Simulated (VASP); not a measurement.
# W (Im-3m) in VASP: further runs

Runs on W. Level: LDA. Tasks: single point.

All numbers are computed with VASP 6.6.1; they aren't measurements. Logs are shortened: lines on timing, memory, paths and dates and some standing lists are left out, and cuts for length are marked.

### Step 1. The cell of the first run

The structure is cubic, space group Im-3m (No. 229). Conventional cell: a = 3.042 Å, b = 3.042 Å, c = 3.042 Å, α = 90.00°, β = 90.00°, γ = 90.00°. Within 3.5 Å of W (site symmetry m-3m) lie 14 W at 2.63 to 3.04 Å.

### Step 2. Single point, LDA

Contents of INCAR:

```
PREC = Accurate
ENCUT = 520
EDIFF = 1E-6
ISMEAR = 0
SIGMA = 0.15
LREAL = F
LASPH = T
NELM = 100
ALGO = Normal
ISIF = 2
LWAVE = F
LCHARG = F
GGA = CA
NBANDS = 13
```

Contents of KPOINTS:

```
Automatic mesh
0
Gamma
  20 20 20
```

Contents of POSCAR:

```
W
1.0
   -1.5210356913      1.5210356913      1.5210356913
    1.5210356913     -1.5210356913      1.5210356913
    1.5210356913      1.5210356913     -1.5210356913
W
1
Direct
    0.0000000000      0.0000000000      0.0000000000
```

Potentials or basis: VASP PAW LDA potentials, release 64 (W_sv).

The run is started by

```bash
$ cat potpaw_LDA.64/W_sv/POTCAR > POTCAR
$ mpirun -np 1 vasp_std > vasp.out
```

OUTCAR:

```text
PREC = Accurate
   ENCUT = 520
   EDIFF = 1E-6
   ISMEAR = 0
   LREAL = F
   LASPH = T
   NELM = 100
   ISIF = 2
   GGA = CA

 ion  position               nearest neighbor table
   1  0.000  0.000  0.000-

  LATTYP: Found a body centered cubic cell.
 ALAT       =     3.0420713826

  Lattice vectors:

 A1 = (  -1.5210356913,   1.5210356913,   1.5210356913)
 A2 = (   1.5210356913,  -1.5210356913,   1.5210356913)
 A3 = (   1.5210356913,   1.5210356913,  -1.5210356913)

Analysis of symmetry for initial positions (statically):
=====================================================================
 Subroutine PRICEL returns:
 Original cell was already a primitive cell.

 Routine SETGRP: Setting up the symmetry group for a
 body centered cubic supercell.

 Subroutine GETGRP returns: Found 48 space group operations
 (whereof 48 operations were pure point group operations)
 out of a pool of 48 trial point group operations.

The static configuration has the point symmetry O_h .

Analysis of symmetry for dynamics (positions and initial velocities):
=====================================================================
 Subroutine PRICEL returns:
 Original cell was already a primitive cell.

 Routine SETGRP: Setting up the symmetry group for a
 body centered cubic supercell.

 Subroutine GETGRP returns: Found 48 space group operations
 (whereof 48 operations were pure point group operations)
 out of a pool of 48 trial point group operations.

The dynamic configuration has the point symmetry O_h .

 Subroutine INISYM returns: Found 48 space group operations
 (whereof 48 operations are pure point group operations),
 and found     1 'primitive' translations

----------------------------------------------------------------------------------------

                                     Primitive cell

  volume of cell :      14.0760

  direct lattice vectors                    reciprocal lattice vectors
    -1.521035691  1.521035691  1.521035691     0.000000000  0.328723384  0.328723384
     1.521035691 -1.521035691  1.521035691     0.328723384  0.000000000  0.328723384
     1.521035691  1.521035691 -1.521035691     0.328723384  0.328723384  0.000000000

  length of vectors
     2.634511097  2.634511097  2.634511097     0.464885068  0.464885068  0.464885068

  position of ions in fractional coordinates (direct lattice)
     0.000000000  0.000000000  0.000000000

  ion indices of the primitive-cell ions
   primitive index   ion index
                 1           1

----------------------------------------------------------------------------------------

 KPOINTS: Automatic mesh

Automatic generation of k-mesh.
 Grid dimensions read from file:
 generate k-points for:   20   20   20

 Generating k-lattice:

  Cartesian coordinates                     Fractional coordinates (reciprocal lattice)
     0.000000000  0.016436169  0.016436169     0.050000000  0.000000000  0.000000000
     0.016436169  0.000000000  0.016436169     0.000000000  0.050000000  0.000000000
     0.016436169  0.016436169  0.000000000     0.000000000  0.000000000  0.050000000

  Length of vectors
     0.023244253  0.023244253  0.023244253

  Shift w.r.t. Gamma in fractional coordinates (k-lattice)
     0.000000000  0.000000000  0.000000000

 Subroutine IBZKPT returns following result:
 ===========================================

 Found    256 irreducible k-points:

 Following reciprocal coordinates:
            Coordinates               Weight
  0.000000  0.000000  0.000000      1.000000
  0.050000  0.000000  0.000000     12.000000
  0.100000  0.000000  0.000000     12.000000
  0.150000  0.000000  0.000000     12.000000
  0.200000  0.000000  0.000000     12.000000
  0.250000  0.000000  0.000000     12.000000
[... 16 lines left out ...]
  0.200000  0.100000 -0.000000     48.000000
  0.250000  0.100000 -0.000000     48.000000
 [... further k-points ...]
   k-points           NKPTS =    256   k-points in BZ     NKDIM =    256   number of bands    NBANDS=     13
   number of dos      NEDOS =    301   number of ions     NIONS =      1
   total plane-waves  NPLWV =   8000
   dimension x,y,z NGX =    20 NGY =   20 NGZ =   20
   dimension x,y,z NGXF=    40 NGYF=   40 NGZF=   40
   ions per type =               1
   NGX,Y,Z   is equivalent  to a cutoff of  12.62, 12.62, 12.62 a.u.
   NGXF,Y,Z  is equivalent  to a cutoff of  25.24, 25.24, 25.24 a.u.
 SYSTEM =  unknown system
   PREC   = accura    normal or accurate (medium, high low for compatibility)
   ISTART =      0    job   : 0-new  1-cont  2-samecut
   ICHARG =      2    charge: 1-file 2-atom 10-const
   ISPIN  =      1    spin polarized calculation?
   LNONCOLLINEAR =      F non collinear calculations
   LSORBIT =      F    spin-orbit coupling
   LASPH  =      T    aspherical Exc in radial PAW
   ENCUT  =  520.0 eV  38.22 Ry    6.18 a.u.   4.90  4.90  4.90*2*pi/ulx,y,z
   NELM   =    100;   NELMIN=  2; NELMDL= -5     # of ELM steps
   EDIFF  = 0.1E-05   stopping-criterion for ELM
   LREAL  =      F    real-space projection
[... 7 lines left out ...]
   TEBEG  =    0.0;   TEEND  =   0.0 temperature during run
   PSTRESS=    0.0 pullay stress
   NELECT =      14.0000    total number of electrons
   NUPDOWN=      -1.0000    fix difference up-down
   EMIN   =  10.00;   EMAX   =-10.00  energy-range for DOS
   EFERMI =   0.00;   METHOD = LEGACY
   ISMEAR =     0;   SIGMA  =   0.15  broadening in eV -4-tet -1-fermi 0-gaus
   EFERMI_NEDOS =   21; number of points for ismear=-14 and -15
   IALGO  =     38    algorithm
   IMIX   =      4    mixing-type and parameters
     AMIX     =   0.40;   BMIX     =  1.00
     AMIX_MAG =   1.60;   BMIX_MAG =  1.00
  volume/ion in A,a.u.               =      14.08        94.99
  Fermi-wavevector in a.u.,A,eV,Ry     =   1.634148  3.088092 36.333547  2.670440
  Thomas-Fermi vector in A             =   2.725835
   LORBIT       =      0    0 simple, 1 ext, 2 COOP (PROOUT), +10 PAW based schemes
   GGA     = CA    functional components
   LHFCALC =     F    Hartree Fock is set to
   AEXX    =    0.0000 exact exchange contribution
   IVDW    =     0    specifies the selected vdW correction
   LEPSILON=     F    determine dielectric tensor
   LRPA    =     F    only Hartree local field effects (RPA)
 non-spin polarized calculation
 Gauss-broadening in eV      SIGMA  =   0.15
  energy-cutoff  :      520.00
  volume of cell :       14.08
 maximum number of plane-waves:       394
   NGX =  9   NGY =  9   NGZ =  9

 number of electron      14.0000000 magnetization

 Free energy of the ion-electron system (eV)
  ---------------------------------------------------
  ext. energy  EPLUGINS =         0.00000000
  ---------------------------------------------------
  free energy    TOTEN  =       -13.94764639 eV

  energy without entropy =      -13.94238273  energy(sigma->0) =      -13.94501456

 E-fermi :  13.2597     XC(G=0): -14.5085

 val. band max:       13.2535164170   @ k =  -0.2000   0.2000   0.1000
 cond. band min:      13.2731147179   @ k =  -0.1500   0.2000   0.1000
 fundamental gap:      0.0195983009
 Fermi energy:        13.2596508063

 k-point     1 :       0.0000    0.0000    0.0000
  band No.  band energies     occupation
      1     -60.4928      2.00000
      2     -24.0734      2.00000
      3     -24.0734      2.00000
      4     -24.0734      2.00000
      5       2.9711      2.00000
      6      11.6518      2.00000
      7      11.6518      2.00000
      8      11.6518      2.00000
      9      15.6121      0.00000
     10      15.6121      0.00000
     11      27.9566      0.00000
     12      27.9566      0.00000
     13      27.9566      0.00000

 k-point     2 :       0.0500    0.0000    0.0000
  band No.  band energies     occupation
      1     -60.4872      2.00000
      2     -24.1258      2.00000
      3     -24.0892      2.00000
      4     -24.0738      2.00000
      5       3.1135      2.00000
      6      11.5626      2.00000
      7      11.6333      2.00000
      8      11.7894      2.00000
      9      15.4592      0.00000
     10      15.6109      0.00000
     11      28.0849      0.00000
     12      28.1928      0.00000
     13      28.3377      0.00000

 k-point     3 :       0.1000    0.0000    0.0000
  band No.  band energies     occupation
      1     -60.4709      2.00000
      2     -24.2758      2.00000
      3     -24.1346      2.00000
      4     -24.0751      2.00000
      5       3.5247      2.00000
      6      11.3138      2.00000
      7      11.5564      2.00000
      8      12.1987      2.00000
      9      15.1182      0.00000
     10      15.6143      0.00000
     11      28.4292      0.00000
     12      28.8824      0.00000
     13      29.3520      0.00000
[... 305 lines left out ...]
 k-point    23 :       0.2000    0.1000   -0.0000
  band No.  band energies     occupation
      1     -60.3664      2.00000
      2     -25.1367      2.00000
      3     -24.3959      2.00000
      4     -24.1469      2.00000
      5       5.9710      2.00000
      6      10.1261      2.00000
      7      10.6321      2.00000
      8      14.5028      0.00000
      9      15.5285      0.00000
     10      16.2205      0.00000
     11      29.0873      0.00000
     12      30.9798      0.00000
     13      32.7854      0.00000

 k-point    24 :       0.2500    0.1000   -0.0000
  band No.  band energies     occupation
      1     -60.3321      2.00000
      2     -25.3909      2.00000
      3     -24.5046      2.00000
      4     -24.1528      2.00000
      5       6.4688      2.00000
      6       9.7547      2.00000
      7      10.8337      2.00000
      8      14.7790      0.00000
      9      16.3915      0.00000
     10      16.8634      0.00000
     11      28.0392      0.00000
     12      30.3067      0.00000
     13      33.9890      0.00000

 [... further k-points ...]

------------------------ aborting loop because EDIFF is reached ----------------------------------------

  FORCE on cell =-STRESS in cart. coord.  units (eV):
  Direction    XX          YY          ZZ          XY          YZ          ZX
  --------------------------------------------------------------------------------------
  -------------------------------------------------------------------------------------
  Total        3.4648018      3.4648018      3.4648018     -0.0000000     -0.0000000      0.0000000
  in kB      394.3762697    394.3762697    394.3762697     -0.0000000     -0.0000000      0.0000000
  external PRESSURE =     394.3762697 kB  Pullay stress =       0.0000000 kB

 VOLUME and BASIS-vectors are now :
 -----------------------------------------------------------------------------
  energy-cutoff  :      520.00
  volume of cell :       14.08
      direct lattice vectors                 reciprocal lattice vectors
    -1.521035691  1.521035691  1.521035691     0.000000000  0.328723384  0.328723384
     1.521035691 -1.521035691  1.521035691     0.328723384  0.000000000  0.328723384
     1.521035691  1.521035691 -1.521035691     0.328723384  0.328723384  0.000000000

 POSITION                                       TOTAL-FORCE (eV/Angst)
 -----------------------------------------------------------------------------------
      0.00000      0.00000      0.00000         0.000000     -0.000000      0.000000
 -----------------------------------------------------------------------------------
    total drift:                                0.000000     -0.000000      0.000000

  FREE ENERGIE OF THE ION-ELECTRON SYSTEM (eV)
  ---------------------------------------------------
  free  energy   TOTEN  =       -13.9476463928 eV

  energy  without entropy=      -13.9423827266  energy(sigma->0) =      -13.94501456
```

It took 59 s on 1 thread of Intel Xeon Platinum 8375C at 2.90GHz (Ice Lake), shared host; peak memory 0.16 GiB.

What came out:

```
Free energy            : -13.9476 eV
Pressure               : 39.4 GPa
Band gap on the k mesh : zero (bands 7 and 8 overlap by 7.55 eV)
```

Caveat: the cell stands under pressure; spin-orbit coupling is left out, which moves the levels of the heavy elements.

### Step 3. Single point, LDA

This run uses another cell than the first one, of 14.52 Å³/atom.

Contents of INCAR:

```
ALGO = Normal
EDIFF = 1E-6
ENCUT = 520
GGA = CA
ISIF = 2
ISMEAR = 0
LASPH = True
LCHARG = False
LREAL = False
LWAVE = False
NBANDS = 13
NELM = 100
PREC = Accurate
SIGMA = 0.15
```

Contents of KPOINTS:

```
k-points
0
Gamma
  20 20 20
```

Contents of POSCAR:

```
W
1.0
   -1.5367164717      1.5367164717      1.5367164717
    1.5367164717     -1.5367164717      1.5367164717
    1.5367164717      1.5367164717     -1.5367164717
W
1
Direct
    0.0000000000      0.0000000000      0.0000000000
```

Potentials or basis: VASP PAW LDA potentials, release 64 (W_sv).

The run is started by

```bash
$ cat potpaw_LDA.64/W_sv/POTCAR > POTCAR
$ mpirun -np 1 vasp_std > vasp.out
```

Wall time 56 s (1 thread of Intel Xeon Platinum 8375C at 2.90GHz (Ice Lake), shared host); peak memory 0.16 GiB.

The run converged. Its results:

| Item | Value |
| --- | --- |
| Free energy | -14.0363 eV |
| Pressure | 25.2 GPa |
| Band gap on the k mesh | zero (bands 7 and 8 overlap by 7.24 eV) |

Levels at points of the mesh, in eV from the Fermi level:
| k point | band 5 | band 6 | band 7 | band 8 | band 9 | band 10 |
| --- | --- | --- | --- | --- | --- | --- |
| (0.00, 0.00, 0.00) | -10.11 | -1.52 | -1.52 | -1.52 | 2.30 | 2.30 |
| (0.50, 0.00, 0.00) | -6.95 | -4.14 | 1.11 | 2.27 | 3.34 | 6.87 |
| (0.50, 0.50, 0.50) | -6.69 | -6.69 | 5.72 | 5.72 | 5.72 | 9.02 |

Caveat: the cell stands under pressure; spin-orbit coupling is left out, which moves the levels of the heavy elements.

### Step 4. Single point, LDA

This run uses another cell than the first one, of 14.96 Å³/atom.

Contents of INCAR:

```
SYSTEM = W
ALGO = Normal ; EDIFF = 1E-7
ENCUT = 520 ; ISIF = 2
ISMEAR = 0 ; LASPH = .TRUE.
LCHARG = .TRUE. ; LELF = .TRUE.
LREAL = .FALSE. ; LVHAR = .TRUE.
LWAVE = .FALSE. ; NBANDS = 13
NELM = 80 ; PREC = Accurate
SIGMA = 0.15
```

Contents of KPOINTS:

```
k-points
0
G
  20 20 20
  0 0 0
```

Contents of POSCAR:

```
W
1.0
   -1.5523972520      1.5523972520      1.5523972520
    1.5523972520     -1.5523972520      1.5523972520
    1.5523972520      1.5523972520     -1.5523972520
W
1
Direct
    0.0000000000      0.0000000000      0.0000000000
```

The run is started by

```bash
$ cat potpaw_LDA.64/W_sv/POTCAR > POTCAR
$ mpirun -np 1 vasp_std > vasp.out
```

It took 50 s on 1 thread of Intel Xeon Platinum 8375C at 2.90GHz (Ice Lake), shared host; peak memory 0.15 GiB.

Results (log left out):

```yaml
Free_energy: -14.0893 eV
Pressure: 12.7 GPa
Band_gap_on_the_k_mesh: zero (bands 7 and 8 overlap by 6.94 eV)
```

Levels at points of the mesh, in eV from the Fermi level:
```tsv
k point	band 5	band 6	band 7	band 8	band 9	band 10
(0.00, 0.00, 0.00)	-9.92	-1.44	-1.44	-1.44	2.25	2.25
(0.50, 0.00, 0.00)	-6.71	-3.95	0.99	2.20	3.23	6.59
(0.50, 0.50, 0.50)	-6.40	-6.40	5.50	5.50	5.50	8.77
```

Caveat: the cell stands under pressure; spin-orbit coupling is left out, which moves the levels of the heavy elements.

### Step 5. Single point, LDA

This run uses another cell than the first one, of 15.42 Å³/atom.

Contents of INCAR:

```
  PREC = Accurate
  ENCUT = 520
  EDIFF = 1E-6
  ISMEAR = 0
  SIGMA = 0.15
  LREAL = False
  LASPH = True
  NELM = 100
  ALGO = Normal
  ISIF = 2
  LWAVE = False
  LCHARG = True
  GGA = CA
  LELF = True
  LVHAR = True
  NBANDS = 13
```

Contents of KPOINTS:

```
regular mesh
0
Gamma
  20 20 20
```

Contents of POSCAR:

```
W
1.0
   -1.5680780323      1.5680780323      1.5680780323
    1.5680780323     -1.5680780323      1.5680780323
    1.5680780323      1.5680780323     -1.5680780323
W
1
Direct
    0.0000000000      0.0000000000      0.0000000000
```

Potentials or basis: VASP PAW LDA potentials, release 64 (W_sv).

The run is started by

```bash
$ cat potpaw_LDA.64/W_sv/POTCAR > POTCAR
$ mpirun -np 1 vasp_std > vasp.out
```

OUTCAR:

```text
PREC = Accurate
   ENCUT = 520
   EDIFF = 1E-6
   ISMEAR = 0
   LREAL = False
   LASPH = True
   NELM = 100
   ISIF = 2
   GGA = CA

 ion  position               nearest neighbor table
   1  0.000  0.000  0.000-

  LATTYP: Found a body centered cubic cell.
 ALAT       =     3.1361560646

  Lattice vectors:

 A1 = (  -1.5680780323,   1.5680780323,   1.5680780323)
 A2 = (   1.5680780323,  -1.5680780323,   1.5680780323)
[... 562 lines left out ...]
     12      27.6228      0.00000
     13      31.7336      0.00000

 [... further k-points ...]

------------------------ aborting loop because EDIFF is reached ----------------------------------------

  FORCE on cell =-STRESS in cart. coord.  units (eV):
  Direction    XX          YY          ZZ          XY          YZ          ZX
  --------------------------------------------------------------------------------------
  -------------------------------------------------------------------------------------
  Total        0.1649967      0.1649967      0.1649967      0.0000000     -0.0000000      0.0000000
  in kB       17.1404731     17.1404731     17.1404731      0.0000000     -0.0000000      0.0000000
  external PRESSURE =      17.1404731 kB  Pullay stress =       0.0000000 kB

 VOLUME and BASIS-vectors are now :
 -----------------------------------------------------------------------------
  energy-cutoff  :      520.00
  volume of cell :       15.42
      direct lattice vectors                 reciprocal lattice vectors
    -1.568078032  1.568078032  1.568078032     0.000000000  0.318861683  0.318861683
     1.568078032 -1.568078032  1.568078032     0.318861683  0.000000000  0.318861683
     1.568078032  1.568078032 -1.568078032     0.318861683  0.318861683  0.000000000

 POSITION                                       TOTAL-FORCE (eV/Angst)
 -----------------------------------------------------------------------------------
      0.00000      0.00000      0.00000         0.000000     -0.000000      0.000000
 -----------------------------------------------------------------------------------
    total drift:                                0.000000     -0.000000      0.000000

  FREE ENERGIE OF THE ION-ELECTRON SYSTEM (eV)
  ---------------------------------------------------
  free  energy   TOTEN  =       -14.1098289785 eV

  energy  without entropy=      -14.1054824383  energy(sigma->0) =      -14.10765571
```

Wall time 54 s (1 thread of Intel Xeon Platinum 8375C at 2.90GHz (Ice Lake), shared host); peak memory 0.16 GiB.

What came out:

| Property | Result |
| --- | --- |
| Free energy | -14.1098 eV |
| Pressure | 1.7 GPa |
| Band gap on the k mesh | zero (bands 7 and 8 overlap by 6.65 eV) |

Caveat: spin-orbit coupling is left out, which moves the levels of the heavy elements.

### Step 6. Summary

```csv
cell,gap on the mesh (eV),pressure (GPa)
"a = 2.635 Å, angles 109.5°, 1 atom",none,39.4
"a = 2.662 Å, angles 109.5°, 1 atom",none,25.2
"a = 2.689 Å, angles 109.5°, 1 atom",none,12.7
"a = 2.716 Å, angles 109.5°, 1 atom",none,1.7
```

Alike in all rows: task single point; level LDA; potentials or basis VASP PAW LDA potentials, release 64 (W_sv); no spin polarisation; k mesh 20 × 20 × 20; cutoff (eV) 520; smearing gaussian 0.15 eV.

Caveats: spin-orbit coupling is left out, which moves the levels of the heavy elements; the cell stands under pressure (at least some runs).

Absolute energies hang on the potentials; compare differences alone.
